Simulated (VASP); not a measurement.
A run of VASP 6.6.1:

File POSCAR:

```
ScF3
1.0
    4.0124528580      0.0000000000      0.0000000000
    0.0000000000      4.0124528580      0.0000000000
    0.0000000000      0.0000000000      4.0124528580
Sc F
1 3
Direct
    0.0000000000      0.0000000000      0.0000000000
    0.5000000000      0.0000000000      0.0000000000
    0.0000000000      0.0000000000      0.5000000000
    0.0000000000      0.5000000000      0.0000000000
```

Contents of INCAR.step1:

```
SYSTEM = ScF3
PREC = Accurate ; ENCUT = 520
ISMEAR = 0 ; SIGMA = 0.05
LREAL = .False. ; LASPH = .True.
NELM = 60 ; NBANDS = 24
GGA = PE ; ALGO = Normal
EDIFF = 1E-4 ; LWAVE = .True.
LCHARG = .False.
```

The input INCAR.step2:

```
SYSTEM = ScF3
PREC = Accurate ; ENCUT = 520
EDIFF = 1E-6 ; ISMEAR = 0
SIGMA = 0.05 ; LREAL = .False.
LASPH = .True. ; NELM = 60
ALGO = Normal ; ISIF = 2
LWAVE = .False. ; LCHARG = .False.
METAGGA = R2SCAN ; LMIXTAU = .True.
NBANDS = 24 ; ISTART = 1
```

File KPOINTS:

```
Automatic mesh
0
Gamma
  8 8 8
  0 0 0
```

Potentials or basis: VASP PAW PBE potentials, release 64 (Sc_sv, F).

Run with:

```bash
$ cat potpaw_PBE.64/Sc_sv/POTCAR potpaw_PBE.64/F/POTCAR > POTCAR
$ cp INCAR.step1 INCAR
$ mpirun -np 1 vasp_std > vasp.out
$ cp INCAR.step2 INCAR
$ mpirun -np 1 vasp_std > vasp.out
```

Hardware: 1 thread of AMD EPYC 7R13 Processor (Zen 3), with other jobs on the host.

Estimate the wall time of this run.

Run time: 2.9 min on 1 thread of AMD EPYC 7R13 Processor (Zen 3), with other jobs on the host, peak memory 0.17 GiB. Counts: k points 35.
